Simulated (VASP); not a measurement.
Write the native input for VASP 6.6.1 that does the following.

```
Task                    : single point
Functional              : PBE
Potentials or basis     : VASP PAW PBE potentials, release 64 (Be, Br)
Cutoff                  : 520 eV
k mesh                  : 10 × 10 × 1
Occupations             : gaussian, width 0.1 eV
Spin                    : no spin polarisation
Dipole correction       : yes
k mesh for the DOS      : 15 × 15 × 1
Occupations for the DOS : tetrahedron
Further INCAR settings  : ALGO = Normal; EDIFF = 1e-06
```

System: BeBr, a sheet with vacuum.

```
Be Br
1.0
     4.60723    0.00000    0.00000
     0.00000    4.60723    0.00000
     0.00000    0.00000   26.98150
Be Br
2 2
Direct
  0.50000 0.00000 0.28396
  0.00000 0.50000 0.28396
  0.00000 0.00000 0.25131
  0.50000 0.50000 0.31660
```

One way to write it, as run:

POSCAR

```
BeBr
1.0
    4.6072260242      0.0000000000      0.0000000000
    0.0000000000      4.6072260242      0.0000000000
    0.0000000000      0.0000000000     26.9815014400
Be Br
2 2
Direct
    0.5000000000      0.0000000000      0.2839559132
    0.0000000000      0.5000000000      0.2839559132
    0.0000000000      0.0000000000      0.2513071767
    0.5000000000      0.5000000000      0.3166046497
```

INCAR.step1

```
SYSTEM = BeBr
  PREC = Accurate
  ENCUT = 520
  EDIFF = 1E-6
  ISMEAR = 0
  SIGMA = 0.1
  LREAL = .FALSE.
  LASPH = .TRUE.
  NELM = 100
  ALGO = Normal
  ISIF = 2
  LWAVE = .FALSE.
  LCHARG = .TRUE.
  LDIPOL = .TRUE.
  IDIPOL = 3
  DIPOL = 0.5 0.5 0.284
  GGA = PE
  NBANDS = 17
```

KPOINTS.step1

```
regular mesh
0
G
  10 10 1
  0 0 0
```

INCAR.step2

```
SYSTEM = BeBr
  PREC = Accurate
  ENCUT = 520
  EDIFF = 1E-6
  ISMEAR = -5
  SIGMA = 0.1
  LREAL = .FALSE.
  LASPH = .TRUE.
  NELM = 100
  ALGO = Normal
  ISIF = 2
  LWAVE = .FALSE.
  LCHARG = .FALSE.
  LDIPOL = .TRUE.
  IDIPOL = 3
  DIPOL = 0.5 0.5 0.284
  GGA = PE
  LORBIT = 11
  NEDOS = 1001
  ICHARG = 11
```

KPOINTS.step2

```
regular mesh
0
G
  15 15 1
  0 0 0
```

Potentials or basis: VASP PAW PBE potentials, release 64 (Be, Br).

Launch:

```bash
$ cat potpaw_PBE.64/Be/POTCAR potpaw_PBE.64/Br/POTCAR > POTCAR
$ cp INCAR.step1 INCAR
$ cp KPOINTS.step1 KPOINTS
$ mpirun -np 1 vasp_std > vasp.out
$ cp INCAR.step2 INCAR
$ cp KPOINTS.step2 KPOINTS
$ mpirun -np 1 vasp_std > vasp.out
```

It gave:

```json
{
 "Valence electrons inside the program's atomic spheres": "Be 0.78; Br 4.83"
}
```

Run time: 3.9 min on 1 thread of Intel(R) Xeon(R) 6975P-C (Granite Rapids) (shared host), peak memory 0.69 GiB.
